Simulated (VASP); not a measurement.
# MgO (Fm-3m) in VASP: further runs

Runs on MgO. Level: PBE. Tasks: G0W0 quasiparticle levels.

All numbers are computed with VASP 6.6.1; they aren't measurements. Logs are shortened: lines on timing, memory, paths and dates and some standing lists are left out, and cuts for length are marked.

## Step 1: The cell of the first run

Symmetry: Fm-3m, No. 225, cubic system. The conventional cell has a = 4.204 Å, b = 4.204 Å, c = 4.204 Å, α = 90.00°, β = 90.00°, γ = 90.00°. Within 2.8 Å of Mg (site symmetry m-3m) lie 6 O at 2.10 Å. O (site symmetry m-3m) has 6 Mg at 2.10 Å within 2.8 Å.

## Step 2: G0W0 quasiparticle levels, PBE

Input file POSCAR:

```
MgO
1.0
    0.0000000000      2.1021674158      2.1021674158
    2.1021674158      0.0000000000      2.1021674158
    2.1021674158      2.1021674158      0.0000000000
Mg O
1 1
Direct
    0.0000000000      0.0000000000      0.0000000000
    0.5000000000      0.5000000000      0.5000000000
```

Input file INCAR.step1:

```
SYSTEM = MgO
  PREC = Accurate
  ENCUT = 500
  EDIFF = 1E-8
  ISMEAR = 0
  SIGMA = 0.01
  LREAL = .FALSE.
  LASPH = .TRUE.
  NELM = 80
  ALGO = Normal
  LWAVE = .TRUE.
  LCHARG = .FALSE.
  GGA = PE
```

Input file INCAR.step2:

```
SYSTEM = MgO
  PREC = Accurate
  ENCUT = 500
  EDIFF = 1E-8
  ISMEAR = 0
  SIGMA = 0.01
  LREAL = .FALSE.
  LASPH = .TRUE.
  NELM = 1
  ALGO = Exact
  LWAVE = .TRUE.
  LCHARG = .FALSE.
  GGA = PE
  NBANDS = 34
  LOPTICS = .TRUE.
  ISTART = 1
```

Input file INCAR.step3:

```
SYSTEM = MgO
  PREC = Accurate
  ENCUT = 500
  EDIFF = 1E-8
  ISMEAR = 0
  SIGMA = 0.01
  LREAL = .FALSE.
  LASPH = .TRUE.
  ALGO = EVGW0
  LWAVE = .FALSE.
  LCHARG = .FALSE.
  GGA = PE
  NELMGW = 1
  NBANDS = 34
  ENCUTGW = 60
  NOMEGA = 48
  PRECFOCK = Fast
  ISTART = 1
  NBANDSGW = 12
```

Input file KPOINTS:

```
Automatic mesh
0
G
  4 4 4
  0 0 0
```

Potentials or basis: VASP PAW PBE potentials, release 64 (Mg_GW, O_GW).

On the command line:

```console
cat potpaw_PBE.64/Mg_GW/POTCAR potpaw_PBE.64/O_GW/POTCAR > POTCAR
cp INCAR.step1 INCAR
mpirun -np 1 vasp_std > vasp.out
cp INCAR.step2 INCAR
mpirun -np 1 vasp_std > vasp.out
cp INCAR.step3 INCAR
mpirun -np 1 vasp_std > vasp.out
```

OUTCAR:

```text
SYSTEM = MgO
   PREC = Accurate
   ENCUT = 500
   EDIFF = 1E-8
   ISMEAR = 0
   LREAL = .FALSE.
   LASPH = .TRUE.
   GGA = PE
   NELMGW = 1
   ENCUTGW = 60
   PRECFOCK = Fast
   ISTART = 1

 ion  position               nearest neighbor table
   1  0.000  0.000  0.000-   2 2.10   2 2.10   2 2.10   2 2.10   2 2.10   2 2.10
   2  0.500  0.500  0.500-   1 2.10   1 2.10   1 2.10   1 2.10   1 2.10   1 2.10

  LATTYP: Found a face centered cubic cell.
 ALAT       =     4.2043348316

  Lattice vectors:

 A1 = (   0.0000000000,   2.1021674158,   2.1021674158)
 A2 = (   2.1021674158,   0.0000000000,   2.1021674158)
 A3 = (   2.1021674158,   2.1021674158,   0.0000000000)

Analysis of symmetry for initial positions (statically):
=====================================================================
 Subroutine PRICEL returns:
 Original cell was already a primitive cell.

 Routine SETGRP: Setting up the symmetry group for a
 face centered cubic supercell.

 Subroutine GETGRP returns: Found 48 space group operations
 (whereof 48 operations were pure point group operations)
 out of a pool of 48 trial point group operations.

The static configuration has the point symmetry O_h .

Analysis of symmetry for dynamics (positions and initial velocities):
=====================================================================
 Subroutine PRICEL returns:
 Original cell was already a primitive cell.

 Routine SETGRP: Setting up the symmetry group for a
 face centered cubic supercell.

 Subroutine GETGRP returns: Found 48 space group operations
 (whereof 48 operations were pure point group operations)
 out of a pool of 48 trial point group operations.

The dynamic configuration has the point symmetry O_h .

 Subroutine INISYM returns: Found 48 space group operations
 (whereof 48 operations are pure point group operations),
 and found     1 'primitive' translations

[... 75 lines left out ...]
   ENCUT  =  500.0 eV  36.75 Ry    6.06 a.u.   5.42  5.42  5.42*2*pi/ulx,y,z
   NELM   =     60;   NELMIN=  2; NELMDL=  0     # of ELM steps
   EDIFF  = 0.1E-07   stopping-criterion for ELM
   LREAL  =      F    real-space projection
   EDIFFG = 0.1E-06   stopping-criterion for IOM
   NSW    =      0    number of steps for IOM
   IBRION =     -1    ionic relax: 0-MD 1-quasi-New 2-CG
   NFREE  =      0    steps in history (QN), initial steepest desc. (CG)
   ISIF   =      0    stress and relaxation
   ISYM   =      3    0-nonsym 1-usesym 2-fastsym
   POTIM  = 0.5000    time-step for ionic-motion
   TEBEG  =    0.0;   TEEND  =   0.0 temperature during run
   PSTRESS=    0.0 pullay stress
   NELECT =       8.0000    total number of electrons
   NUPDOWN=      -1.0000    fix difference up-down
   EMIN   =  10.00;   EMAX   =-10.00  energy-range for DOS
   EFERMI =   0.00;   METHOD = LEGACY
   ISMEAR =     0;   SIGMA  =   0.01  broadening in eV -4-tet -1-fermi 0-gaus
   EFERMI_NEDOS =   21; number of points for ismear=-14 and -15
   IALGO  =     38    algorithm
   IMIX   =      4    mixing-type and parameters
     AMIX     =   0.40;   BMIX     =  1.00
     AMIX_MAG =   1.60;   BMIX_MAG =  1.00
  volume/ion in A,a.u.               =       9.29        62.69
  Fermi-wavevector in a.u.,A,eV,Ry     =   1.236216  2.336109 20.792816  1.528229
  Thomas-Fermi vector in A             =   2.370833
   LORBIT       =      0    0 simple, 1 ext, 2 COOP (PROOUT), +10 PAW based schemes
   GGA     = PE    functional components
   LHFCALC =     T    Hartree Fock is set to
   PRECFOCK=fast      Normal, Fast or Accurate (Low or Medium for compatibility)
   ENCUT4O =  -1.0   cutoff for four orbital integrals eV
   NKREDX  =     1    reduce k-point grid by
   NKREDY  =     1    reduce k-point grid by
   NKREDZ  =     1    reduce k-point grid by
   AEXX    =    1.0000 exact exchange contribution
   HFSCREEN=    0.0000 screening length (either q_TF or 0.3 A-1)
   HFSCREENC=   0.0000 screening length for correlation (either q_TF or 0.3 A-1)
   ENCUTFOCK=  -1.0 apply spherical cutoff to Coloumb kernel
   IVDW    =     0    specifies the selected vdW correction
   LEPSILON=     F    determine dielectric tensor
   LRPA    =     F    only Hartree local field effects (RPA)
   LRPAFORCE           =     F    calculate RPA forces
   ENCUTGW             =  60.0    cutoff for response function in eV
   ENCUTGWSOFT         =  48.0    soft cutoff for Coulomb kernel in GW response function in eV
   ENCUTLF             =  -1.0    cutoff for local field effects
   NELMGW              =     1    number of iterations in solving QP/BSE equation
   NELMHF              =     1    number of iterations in the inner HF iteration
   NKREDLFX            =     1    NKREDLFY  =   1   NKREDLFZ  =   1
 non-spin polarized calculation
 Gauss-broadening in eV      SIGMA  =   0.01
  energy-cutoff  :      500.00
  volume of cell :       18.58
 maximum number of plane-waves:       483
 NGX is ok and might be reduce to    24
  NGX = 12; NGY = 12; NGZ = 12
   NGX = 11   NGY = 11   NGZ = 11
 maximum number of plane-waves:        22
 NGX is ok and might be reduce to    10

 QP shifts <psi_nk| G(iteration)W_0 |psi_nk>: iteration 1
 for sc-GW calculations column KS-energies equals QP-energies in previous step
 and V_xc(KS)=  KS-energies - (<T + V_ion + V_H > + <T+V_H+V_ion>^1  + <V_x>^1)

 k-point   1 :       0.0000    0.0000    0.0000
  band No.  KS-energies  QP-energies   sigma(KS)   V_xc(KS)     V^pw_x(r,r')   Z            occupation Imag(sigma)

      1     -14.0605     -16.5449     -21.5151     -18.1170     -29.9024       0.7311       2.0000       1.2209
      2       3.2384       2.2341     -21.0087     -19.7374     -25.3280       0.7900       2.0000       0.1096
      3       3.2384       2.2341     -21.0087     -19.7374     -25.3280       0.7900       2.0000       0.1096
      4       3.2384       2.2341     -21.0087     -19.7374     -25.3280       0.7900       2.0000       0.1096
      5       8.0105       9.1737     -10.8191     -12.2112      -7.2876       0.8356       0.0000      -0.0783
      6      19.0644      20.4548      -7.3765      -9.0615      -3.0699       0.8251       0.0000      -0.1282
      7      19.0644      20.4548      -7.3765      -9.0615      -3.0699       0.8251       0.0000      -0.1282
      8      19.0644      20.4548      -7.3765      -9.0615      -3.0699       0.8251       0.0000      -0.1282
      9      22.9983      23.5577      -7.2043      -7.9273      -1.6746       0.7736       0.0000      -0.5067
     10      24.7766      26.5192      -7.7456      -9.8772      -3.2530       0.8175       0.0000      -0.1983
     11      24.7766      26.5192      -7.7456      -9.8772      -3.2530       0.8175       0.0000      -0.1983
     12      27.3739      29.0642      -7.3664      -9.4935      -1.8714       0.7946       0.0000      -0.5231
[... 100 lines left out ...]
      1     -12.4467     -14.8934     -23.1192     -19.8657     -31.3951       0.7520       2.0000       1.0200
      2       0.2614      -1.2853     -18.1495     -16.1539     -22.4652       0.7751       2.0000       0.1448
      3       0.2614      -1.2853     -18.1495     -16.1539     -22.4652       0.7751       2.0000       0.1448
      4       1.4557       0.1243     -19.2353     -17.5357     -23.5401       0.7834       2.0000       0.1289
      5      14.9214      16.6408     -10.6926     -12.8200      -6.6744       0.8082       0.0000      -0.1149
      6      14.9214      16.6408     -10.6926     -12.8200      -6.6744       0.8082       0.0000      -0.1149
      7      15.4549      17.2992      -9.2183     -11.4531      -5.2480       0.8253       0.0000      -0.1024
      8      18.7732      20.3157      -8.4658     -10.3835      -3.7594       0.8043       0.0000      -0.1771
      9      25.2039      26.7868      -8.3097     -10.3093      -3.0160       0.7916       0.0000      -0.4437
     10      25.2039      26.7868      -8.3097     -10.3093      -3.0160       0.7916       0.0000      -0.4437
     11      29.6143      31.7750      -8.4612     -11.0127      -3.5083       0.8468       0.0000      -0.6306
     12      32.2564      34.6560      -9.3872     -12.2262      -3.8505       0.8453       0.0000      -0.9836
```

Run time: 12 s. Hardware: 1 thread of Intel Xeon 6975P-C (Granite Rapids), shared host; peak memory 0.16 GiB.

What came out:

- Band gap on the k mesh, mean-field level: 4.77 eV, direct
- Quasiparticle gap: 6.94 eV
- Least direct quasiparticle gap: 6.94 eV

Levels at points of the mesh, in eV from the valence-band top:
| k point | band 1 | band 2 | band 3 | band 4 | band 5 | band 6 | band 7 | band 8 |
| --- | --- | --- | --- | --- | --- | --- | --- | --- |
| (0.00, 0.00, 0.00) | -17.30 | 0.00 | 0.00 | 0.00 | 4.77 | 15.83 | 15.83 | 15.83 |
| (0.50, 0.00, 0.00) | -16.00 | -4.65 | -0.66 | -0.66 | 7.92 | 12.67 | 16.31 | 16.31 |
| (0.50, 0.50, 0.00) | -15.74 | -4.11 | -1.36 | -1.36 | 9.12 | 10.01 | 13.15 | 18.99 |

Caveat: the k points lie up to 0.65 Å⁻¹ apart; bands, screening cutoff and mesh are small and nothing is extrapolated, so the quasiparticle values aren't converged.

## Step 3: G0W0 quasiparticle levels, PBE

POSCAR is that of step 2.

Input file INCAR.step1:

```
  ALGO = Normal
  EDIFF = 1E-8
  ENCUT = 500
  GGA = PE
  ISMEAR = 0
  LASPH = T
  LCHARG = F
  LREAL = F
  LWAVE = T
  NELM = 80
  PREC = Accurate
  SIGMA = 0.01
```

Input file INCAR.step2:

```
  ALGO = Exact
  EDIFF = 1E-8
  ENCUT = 500
  GGA = PE
  ISMEAR = 0
  ISTART = 1
  LASPH = T
  LCHARG = F
  LOPTICS = T
  LREAL = F
  LWAVE = T
  NBANDS = 64
  NELM = 1
  PREC = Accurate
  SIGMA = 0.01
```

Input file INCAR.step3:

```
  ALGO = EVGW0
  EDIFF = 1E-8
  ENCUT = 500
  ENCUTGW = 80.0
  GGA = PE
  ISMEAR = 0
  ISTART = 1
  LASPH = T
  LCHARG = F
  LREAL = F
  LWAVE = F
  NBANDS = 64
  NBANDSGW = 12
  NELMGW = 1
  NOMEGA = 48
  PREC = Accurate
  PRECFOCK = Fast
  SIGMA = 0.01
```

Input file KPOINTS:

```
k-points
0
Gamma
  4 4 4
```

Potentials or basis: VASP PAW PBE potentials, release 64 (Mg_GW, O_GW).

On the command line:

```console
cat potpaw_PBE.64/Mg_GW/POTCAR potpaw_PBE.64/O_GW/POTCAR > POTCAR
cp INCAR.step1 INCAR
mpirun -np 1 vasp_std > vasp.out
cp INCAR.step2 INCAR
mpirun -np 1 vasp_std > vasp.out
cp INCAR.step3 INCAR
mpirun -np 1 vasp_std > vasp.out
```

OUTCAR:

```text
EDIFF = 1E-8
   ENCUT = 500
   ENCUTGW = 80.0
   GGA = PE
   ISMEAR = 0
   ISTART = 1
   LASPH = T
   LREAL = F
   NELMGW = 1
   PREC = Accurate
   PRECFOCK = Fast

 ion  position               nearest neighbor table
   1  0.000  0.000  0.000-   2 2.10   2 2.10   2 2.10   2 2.10   2 2.10   2 2.10
[... 185 lines left out ...]
      2       3.2384       2.1312     -21.1453     -19.7374     -25.3280       0.7864       2.0000       0.1175
      3       3.2384       2.1312     -21.1453     -19.7374     -25.3280       0.7864       2.0000       0.1175
      4       3.2384       2.1312     -21.1453     -19.7374     -25.3280       0.7864       2.0000       0.1175
      5       8.0105       9.1474     -10.8468     -12.2112      -7.2876       0.8332       0.0000      -0.0735
      6      19.0644      20.3016      -7.5600      -9.0615      -3.0699       0.8239       0.0000      -0.1288
      7      19.0644      20.3016      -7.5600      -9.0615      -3.0699       0.8239       0.0000      -0.1288
      8      19.0644      20.3016      -7.5600      -9.0615      -3.0699       0.8239       0.0000      -0.1288
      9      22.9983      23.4019      -7.4025      -7.9273      -1.6746       0.7688       0.0000      -0.5105
     10      24.7766      26.3492      -7.9558      -9.8772      -3.2530       0.8185       0.0000      -0.1944
     11      24.7766      26.3492      -7.9558      -9.8772      -3.2530       0.8185       0.0000      -0.1944
     12      27.3739      28.9095      -7.5606      -9.4935      -1.8714       0.7944       0.0000      -0.5344
[... 100 lines left out ...]
      1     -12.4467     -14.6955     -22.8995     -19.8657     -31.3951       0.7412       2.0000       0.9849
      2       0.2614      -1.3658     -18.2562     -16.1539     -22.4652       0.7740       2.0000       0.1449
      3       0.2614      -1.3658     -18.2562     -16.1539     -22.4652       0.7740       2.0000       0.1449
      4       1.4557       0.0315     -19.3575     -17.5357     -23.5401       0.7818       2.0000       0.1320
      5      14.9214      16.5081     -10.8498     -12.8200      -6.6744       0.8054       0.0000      -0.1105
      6      14.9214      16.5081     -10.8498     -12.8200      -6.6744       0.8054       0.0000      -0.1105
      7      15.4549      17.1785      -9.3595     -11.4531      -5.2480       0.8232       0.0000      -0.0979
      8      18.7732      20.1905      -8.6202     -10.3835      -3.7594       0.8038       0.0000      -0.1741
      9      25.2039      26.6055      -8.5357     -10.3093      -3.0160       0.7903       0.0000      -0.4510
     10      25.2039      26.6055      -8.5357     -10.3093      -3.0160       0.7903       0.0000      -0.4510
     11      29.6143      31.5752      -8.6971     -11.0127      -3.5083       0.8468       0.0000      -0.6048
     12      32.2564      34.4148      -9.6669     -12.2262      -3.8505       0.8434       0.0000      -0.9720
```

OUTCAR.step2:

```text
EDIFF = 1E-8
   ENCUT = 500
   GGA = PE
   ISMEAR = 0
[... 689 lines left out ...]
  --------------------------------------------------------------------------------------------------------------
     0.00000     3.40708     3.40708     3.40708    -0.00000     0.00000    -0.00000
     1.62719     3.48969     3.48969     3.48969    -0.00000     0.00000    -0.00000
     3.25438     3.85017     3.85017     3.85017    -0.00000     0.00000    -0.00000
     4.88157     1.20777     1.20777     1.20777    -0.00000     0.00000     0.00000
     6.50876     4.81173     4.81173     4.81173    -0.00000     0.00000     0.00000
     8.13595     3.82361     3.82361     3.82361    -0.00000    -0.00000     0.00000
[... 92 lines left out ...]
   159.46452     0.97671     0.97671     0.97671     0.00000    -0.00000     0.00000
   161.09171     0.97724     0.97724     0.97724     0.00000    -0.00000     0.00000
```

Wall time 11 s (1 thread of Intel Xeon 6975P-C (Granite Rapids), shared host); peak memory 0.16 GiB.

What came out:

| Item | Value |
| --- | --- |
| Band gap on the k mesh, mean-field level | 4.77 eV, direct |
| Quasiparticle gap | 7.02 eV |
| Least direct quasiparticle gap | 7.02 eV |

Levels at points of the mesh, in eV from the valence-band top:
```
           k point  band 1  band 2  band 3  band 4  band 5  band 6  band 7  band 8
(0.00, 0.00, 0.00)  -17.30    0.00    0.00    0.00    4.77   15.83   15.83   15.83
(0.50, 0.00, 0.00)  -16.00   -4.65   -0.66   -0.66    7.92   12.67   16.31   16.31
(0.50, 0.50, 0.00)  -15.74   -4.11   -1.36   -1.36    9.12   10.01   13.15   18.99
```

Caveat: the k points lie up to 0.65 Å⁻¹ apart; bands, screening cutoff and mesh are small and nothing is extrapolated, so the quasiparticle values aren't converged.
